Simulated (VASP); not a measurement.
# Mg2Ge2N (P6/mmm) in VASP: single point with PBE

Aim: the single point of Mg2Ge2N with PBE.

All numbers are computed with VASP 6.6.1; they aren't measurements. Logs are shortened: lines on timing, memory, paths and dates and some standing lists are left out, and cuts for length are marked.

### 1 The cell of the first run

It takes space group P6/mmm (No. 191, hexagonal). Conventional cell: a = 4.318 Å, b = 4.318 Å, c = 7.745 Å, α = 90.00°, β = 90.00°, γ = 120.00°. Within 2.5 Å of Mg (site symmetry 6mm) lie 1 N at 1.89 Å. Within 3.3 Å of Ge (site symmetry -6m2) lie 3 Ge at 2.49 Å and 6 Mg at 3.18 Å. Within 2.5 Å of N (site symmetry 6/mmm) lie 2 Mg at 1.89 to 1.90 Å.

The cell was built from a structure type or drawn by symmetry, and may not be a known phase.

### 2 Single point, PBE

The input, INCAR:

```
SYSTEM = Mg2Ge2N
PREC = Accurate ; ENCUT = 520
EDIFF = 1E-6 ; ISMEAR = 0
SIGMA = 0.1 ; LREAL = .FALSE.
LASPH = .TRUE. ; NELM = 80
ALGO = Normal ; ISIF = 2
LWAVE = .FALSE. ; LCHARG = .FALSE.
GGA = PE ; NBANDS = 26
```

The input, KPOINTS:

```
regular mesh
0
G
  6 6 2
  0 0 0
```

The input, POSCAR:

```
Mg2Ge2N
1.0
    4.3177731903      0.0000000034      0.0000000000
   -2.1588865981      3.7393012688      0.0000000000
    0.0000000000      0.0000000000      7.7445290546
Mg Ge N
2 2 1
Direct
    0.0000000000      0.0000000000      0.2472024346
    0.0000000000      0.0000000000      0.7365831030
    0.3333333333      0.6666666667     -0.0080998892
    0.6666666667      0.3333333333     -0.0080998892
    0.0000000000      0.0000000000      0.4918875908
```

Potentials or basis: VASP PAW PBE potentials, release 64 (Mg, Ge_d, N).

Run with:

```sh
$ cat potpaw_PBE.64/Mg/POTCAR potpaw_PBE.64/Ge_d/POTCAR potpaw_PBE.64/N/POTCAR > POTCAR
$ mpirun -np 1 vasp_std > vasp.out
```

OUTCAR:

```text
SYSTEM = Mg2Ge2N
   PREC = Accurate
   ENCUT = 520
   EDIFF = 1E-6
   ISMEAR = 0
   LREAL = .FALSE.
   LASPH = .TRUE.
   NELM = 80
   ISIF = 2
   GGA = PE

 ion  position               nearest neighbor table
   1  0.000  0.000  0.247-   5 1.89   4 3.18   3 3.18   3 3.18   4 3.18   4 3.18   3 3.18
   2  0.000  0.000  0.737-   5 1.90   4 3.18   3 3.18   3 3.18   4 3.18   4 3.18   3 3.18
   3  0.333  0.667  0.992-   4 2.49   4 2.49   4 2.49   1 3.18   1 3.18   1 3.18   2 3.18   2 3.18
                             2 3.18
   4  0.667  0.333  0.992-   3 2.49   3 2.49   3 2.49   1 3.18   1 3.18   1 3.18   2 3.18   2 3.18
                             2 3.18
   5  0.000  0.000  0.492-   1 1.89   2 1.90

  LATTYP: Found a hexagonal cell.
 ALAT       =     4.3177731903
 C/A-ratio  =     1.7936396178

  Lattice vectors:

 A1 = (   4.3177731903,   0.0000000034,   0.0000000000)
 A2 = (  -2.1588865981,   3.7393012688,   0.0000000000)
 A3 = (   0.0000000000,   0.0000000000,   7.7445290546)

Analysis of symmetry for initial positions (statically):
=====================================================================
 Subroutine PRICEL returns:
 Original cell was already a primitive cell.

 Routine SETGRP: Setting up the symmetry group for a
 hexagonal supercell.

 Subroutine GETGRP returns: Found 12 space group operations
 (whereof 12 operations were pure point group operations)
 out of a pool of 24 trial point group operations.

The static configuration has the point symmetry C_6v.

Analysis of symmetry for dynamics (positions and initial velocities):
=====================================================================
 Subroutine PRICEL returns:
 Original cell was already a primitive cell.

 Routine SETGRP: Setting up the symmetry group for a
 hexagonal supercell.

 Subroutine GETGRP returns: Found 12 space group operations
 (whereof 12 operations were pure point group operations)
 out of a pool of 24 trial point group operations.

The dynamic configuration has the point symmetry C_6v.

 Subroutine INISYM returns: Found 12 space group operations
 (whereof 12 operations are pure point group operations),
 and found     1 'primitive' translations

----------------------------------------------------------------------------------------

                                     Primitive cell

  volume of cell :     125.0389

  direct lattice vectors                    reciprocal lattice vectors
     4.317773190  0.000000003  0.000000000     0.231600864  0.133714821  0.000000000
    -2.158886598  3.739301269  0.000000000    -0.000000000  0.267429642  0.000000000
     0.000000000  0.000000000  7.744529055     0.000000000  0.000000000  0.129123410

  length of vectors
     4.317773190  4.317773190  7.744529055     0.267429642  0.267429642  0.129123410

  position of ions in fractional coordinates (direct lattice)
     0.000000000  0.000000000  0.247202435
     0.000000000  0.000000000  0.736583103
     0.333333333  0.666666667  0.991900111
     0.666666667  0.333333333  0.991900111
     0.000000000  0.000000000  0.491887591

  ion indices of the primitive-cell ions
   primitive index   ion index
                 1           1
                 2           2
                 3           3
                 4           4
                 5           5

----------------------------------------------------------------------------------------

 KPOINTS: regular mesh

Automatic generation of k-mesh.
 Grid dimensions read from file:
 generate k-points for:    6    6    2

 Generating k-lattice:

  Cartesian coordinates                     Fractional coordinates (reciprocal lattice)
     0.038600144  0.022285804  0.000000000     0.166666667  0.000000000  0.000000000
    -0.000000000  0.044571607  0.000000000     0.000000000  0.166666667  0.000000000
     0.000000000  0.000000000  0.064561705     0.000000000  0.000000000  0.500000000

  Length of vectors
     0.044571607  0.044571607  0.064561705

  Shift w.r.t. Gamma in fractional coordinates (k-lattice)
     0.000000000  0.000000000  0.000000000

 Subroutine IBZKPT returns following result:
 ===========================================

 Found     14 irreducible k-points:

 Following reciprocal coordinates:
            Coordinates               Weight
  0.000000  0.000000  0.000000      1.000000
  0.166667  0.000000  0.000000      6.000000
  0.333333  0.000000  0.000000      6.000000
  0.500000  0.000000  0.000000      3.000000
  0.166667  0.166667  0.000000      6.000000
  0.333333  0.166667  0.000000     12.000000
  0.333333  0.333333  0.000000      2.000000
  0.000000  0.000000  0.500000      1.000000
  0.166667  0.000000  0.500000      6.000000
  0.333333  0.000000  0.500000      6.000000
  0.500000  0.000000  0.500000      3.000000
  0.166667  0.166667  0.500000      6.000000
  0.333333  0.166667  0.500000     12.000000
  0.333333  0.333333  0.500000      2.000000
   k-points           NKPTS =     14   k-points in BZ     NKDIM =     14   number of bands    NBANDS=     26
   number of dos      NEDOS =    301   number of ions     NIONS =      5
   total plane-waves  NPLWV =  61440
   dimension x,y,z NGX =    32 NGY =   32 NGZ =   60
   dimension x,y,z NGXF=    64 NGYF=   64 NGZF=  120
   ions per type =               2   2   1
   NGX,Y,Z   is equivalent  to a cutoff of  12.32, 12.32, 12.88 a.u.
   NGXF,Y,Z  is equivalent  to a cutoff of  24.64, 24.64, 25.76 a.u.
 SYSTEM =  Mg2Ge2N
   PREC   = accura    normal or accurate (medium, high low for compatibility)
   ISTART =      0    job   : 0-new  1-cont  2-samecut
   ICHARG =      2    charge: 1-file 2-atom 10-const
   ISPIN  =      1    spin polarized calculation?
   LNONCOLLINEAR =      F non collinear calculations
   LSORBIT =      F    spin-orbit coupling
   LASPH  =      T    aspherical Exc in radial PAW
   ENCUT  =  520.0 eV  38.22 Ry    6.18 a.u.   8.03  8.03 14.40*2*pi/ulx,y,z
   NELM   =     80;   NELMIN=  2; NELMDL= -5     # of ELM steps
   EDIFF  = 0.1E-05   stopping-criterion for ELM
   LREAL  =      F    real-space projection
   EDIFFG = 0.1E-04   stopping-criterion for IOM
   NSW    =      0    number of steps for IOM
   IBRION =     -1    ionic relax: 0-MD 1-quasi-New 2-CG
   NFREE  =      0    steps in history (QN), initial steepest desc. (CG)
   ISIF   =      2    stress and relaxation
   ISYM   =      2    0-nonsym 1-usesym 2-fastsym
   POTIM  = 0.5000    time-step for ionic-motion
   TEBEG  =    0.0;   TEEND  =   0.0 temperature during run
   PSTRESS=    0.0 pullay stress
   NELECT =      37.0000    total number of electrons
   NUPDOWN=      -1.0000    fix difference up-down
   EMIN   =  10.00;   EMAX   =-10.00  energy-range for DOS
   EFERMI =   0.00;   METHOD = LEGACY
   ISMEAR =     0;   SIGMA  =   0.10  broadening in eV -4-tet -1-fermi 0-gaus
   EFERMI_NEDOS =   21; number of points for ismear=-14 and -15
   IALGO  =     38    algorithm
   IMIX   =      4    mixing-type and parameters
     AMIX     =   0.40;   BMIX     =  1.00
     AMIX_MAG =   1.60;   BMIX_MAG =  1.00
  volume/ion in A,a.u.               =      25.01       168.76
  Fermi-wavevector in a.u.,A,eV,Ry     =   1.090922  2.061543 16.192436  1.190110
  Thomas-Fermi vector in A             =   2.227156
   LORBIT       =      0    0 simple, 1 ext, 2 COOP (PROOUT), +10 PAW based schemes
   GGA     = PE    functional components
   LHFCALC =     F    Hartree Fock is set to
   AEXX    =    0.0000 exact exchange contribution
   IVDW    =     0    specifies the selected vdW correction
   LEPSILON=     F    determine dielectric tensor
   LRPA    =     F    only Hartree local field effects (RPA)
 non-spin polarized calculation
 Gauss-broadening in eV      SIGMA  =   0.10
  energy-cutoff  :      520.00
  volume of cell :      125.04
 maximum number of plane-waves:      3390
   NGX = 17   NGY = 17   NGZ = 29

 number of electron      37.0000023 magnetization

 Free energy of the ion-electron system (eV)
  ---------------------------------------------------
  ext. energy  EPLUGINS =         0.00000000
  ---------------------------------------------------
  free energy    TOTEN  =       -17.13945718 eV

  energy without entropy =      -17.10319835  energy(sigma->0) =      -17.12132777

 E-fermi :   1.6973     XC(G=0):  -8.1725

 val. band max:        1.6709468763   @ k =   0.3333   0.0000   0.5000
 cond. band min:       1.7028102222   @ k =   0.3333   0.0000   0.0000
 fundamental gap:      0.0318633459
 Fermi energy:         1.6972689192

 k-point     1 :       0.0000    0.0000    0.0000
  band No.  band energies     occupation
      1     -23.4085      2.00000
      2     -23.4085      2.00000
      3     -23.3592      2.00000
      4     -23.3261      2.00000
      5     -23.3261      2.00000
      6     -23.2958      2.00000
[... 18 lines left out ...]
     25       7.3873      0.00000
     26       8.0059      0.00000

 k-point     2 :       0.1667    0.0000    0.0000
  band No.  band energies     occupation
      1     -23.4343      2.00000
      2     -23.4297      2.00000
      3     -23.3668      2.00000
      4     -23.3288      2.00000
      5     -23.3215      2.00000
      6     -23.2675      2.00000
[... 18 lines left out ...]
     25       6.7710      0.00000
     26       6.9234      0.00000

 k-point     3 :       0.3333    0.0000    0.0000
  band No.  band energies     occupation
      1     -23.4689      2.00000
      2     -23.4641      2.00000
      3     -23.3666      2.00000
      4     -23.3339      2.00000
      5     -23.3104      2.00000
      6     -23.2405      2.00000
[... 282 lines left out ...]
 k-point    13 :       0.3333    0.1667    0.5000
  band No.  band energies     occupation
      1     -23.5066      2.00000
      2     -23.4414      2.00000
      3     -23.3792      2.00000
      4     -23.3387      2.00000
      5     -23.2974      2.00000
      6     -23.2537      2.00000
[... 18 lines left out ...]
     25       7.8169      0.00000
     26       7.8512      0.00000

 k-point    14 :       0.3333    0.3333    0.5000
  band No.  band energies     occupation
      1     -23.5225      2.00000
      2     -23.4088      2.00000
      3     -23.4088      2.00000
      4     -23.3418      2.00000
      5     -23.2756      2.00000
      6     -23.2756      2.00000
[... 18 lines left out ...]
     25       5.7199      0.00000
     26       8.2193      0.00000

------------------------ aborting loop because EDIFF is reached ----------------------------------------

  FORCE on cell =-STRESS in cart. coord.  units (eV):
  Direction    XX          YY          ZZ          XY          YZ          ZX
  --------------------------------------------------------------------------------------
  -------------------------------------------------------------------------------------
  Total       -0.0298097     -0.0298097     -0.0566422      0.0000000      0.0000000     -0.0000000
  in kB       -0.3819638     -0.3819638     -0.7257811      0.0000000      0.0000000     -0.0000000
  external PRESSURE =      -0.4965696 kB  Pullay stress =       0.0000000 kB

 VOLUME and BASIS-vectors are now :
 -----------------------------------------------------------------------------
  energy-cutoff  :      520.00
  volume of cell :      125.04
      direct lattice vectors                 reciprocal lattice vectors
     4.317773190  0.000000003  0.000000000     0.231600864  0.133714821  0.000000000
    -2.158886598  3.739301269  0.000000000    -0.000000000  0.267429642  0.000000000
     0.000000000  0.000000000  7.744529055     0.000000000  0.000000000  0.129123410

 POSITION                                       TOTAL-FORCE (eV/Angst)
 -----------------------------------------------------------------------------------
      0.00000      0.00000      1.91447         0.000000      0.000000     -0.073121
      0.00000      0.00000      5.70449         0.000000      0.000000      0.072303
     -0.00000      2.49287      7.68180        -0.000000     -0.000000     -0.000279
      2.15889      1.24643      7.68180        -0.000000      0.000000     -0.000279
      0.00000      0.00000      3.80944         0.000000      0.000000      0.001375
 -----------------------------------------------------------------------------------
    total drift:                               -0.000000     -0.000000     -0.000616

  FREE ENERGIE OF THE ION-ELECTRON SYSTEM (eV)
  ---------------------------------------------------
  free  energy   TOTEN  =       -17.1394571835 eV

  energy  without entropy=      -17.1031983516  energy(sigma->0) =      -17.12132777
```

Wall time 30 s (1 thread of Intel Xeon Platinum 8559C (Emerald Rapids), shared host); peak memory 0.25 GiB.

Results:

* Free energy: -17.1395 eV
* Pressure: 0.0 GPa
* Largest force: 0.073 eV/Å
* Band gap on the k mesh: zero (an odd number of electrons rules out a gap without spin polarisation)

Forces on the atoms (eV/Å):
```
Mg   0.000  0.000 -0.073
Mg   0.000  0.000  0.072
Ge   0.000  0.000  0.000
Ge   0.000  0.000  0.000
N    0.000  0.000  0.001
```

Levels at points of the mesh, in eV from the Fermi level:
```tsv
k point	band 14	band 15	band 16	band 17	band 18	band 19	band 20	band 21	band 22	band 23
(0.00, 0.00, 0.00)	-2.91	-2.24	-2.24	-1.54	0.09	0.09	0.58	1.13	1.13	3.28
(0.50, 0.00, 0.00)	-3.76	-2.37	-2.37	-1.98	-0.87	-0.49	-0.04	3.48	3.73	4.05
(0.00, 0.00, 0.50)	-2.91	-2.33	-2.24	-2.24	0.12	0.12	1.07	1.07	1.95	3.54
(0.50, 0.00, 0.50)	-3.76	-2.55	-2.42	-1.37	-1.21	-0.41	-0.07	3.19	3.39	4.45
```

Caveat: the k points lie up to 0.41 Å⁻¹ apart, too coarse for converged energies and pressures of a metal.
